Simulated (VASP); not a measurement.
Here is a VASP 6.6.1 calculation.

The input INCAR:

```
SYSTEM = Ir3Cl
PREC     = Accurate       ! precision mode
ENCUT    = 520            ! plane-wave cutoff, eV
EDIFF    = 1E-6           ! SCF threshold, eV
ISMEAR   = 0              ! smearing method
SIGMA    = 0.1            ! smearing width, eV
LREAL    = .False.        ! projectors in reciprocal space
LASPH    = .True.         ! aspherical terms in the spheres
NELM     = 60             ! most SCF steps
ALGO     = Normal         ! electronic algorithm
ISIF     = 2              ! what is computed and relaxed
LWAVE    = .False.        ! write WAVECAR
LCHARG   = .False.        ! write CHGCAR
LDIPOL   = .True.       
IDIPOL   = 3            
DIPOL    = 0.5 0.5 0.369
GGA      = PE             ! functional
IBRION   = 2              ! ionic algorithm
NSW      = 36             ! ionic steps
EDIFFG   = -0.025         ! ionic threshold
```

File KPOINTS:

```
regular mesh
0
Gamma
  12 12 1
  0 0 0
```

File POSCAR:

```
Ir3Cl
1.0
    2.7367600872      0.0000000000      0.0000000000
   -1.3683800436      2.3701037596      0.0000000000
    0.0000000000      0.0000000000     19.8425800097
Ir Cl
3 1
Selective dynamics
Direct
    0.6666666667      0.3333333333      0.2015866887  F F F
    0.3333333333      0.6666666667      0.3110139943  F F F
    0.0000000000      0.0000000000      0.4204382699  F F F
    0.0000000000      0.0000000000      0.5434061500  F F T
```

Potentials or basis: VASP PAW PBE potentials, release 64 (Ir, Cl).

Command:

```bash
$ cat potpaw_PBE.64/Ir/POTCAR potpaw_PBE.64/Cl/POTCAR > POTCAR
$ mpirun -np 1 vasp_std > vasp.out
```

Task: Predict the band gap on the k mesh.

Result: Zero (bands 17 and 18 overlap by 1.66 eV).

Task: Estimate the energy gained by relaxing.

Result: 30.6 meV/atom.

The path:
```csv
step,energy change (eV),largest force on free atoms (eV/Å),pressure (GPa)
1,0.0000,1.1822,0.54
2,-0.0613,0.9436,1.04
3,-0.1223,0.0638,2.53
4,-0.1224,0.0268,2.42
5,-0.1224,0.0147,2.47
```

Caveat: spin-orbit coupling is left out, which moves the levels of the heavy elements.
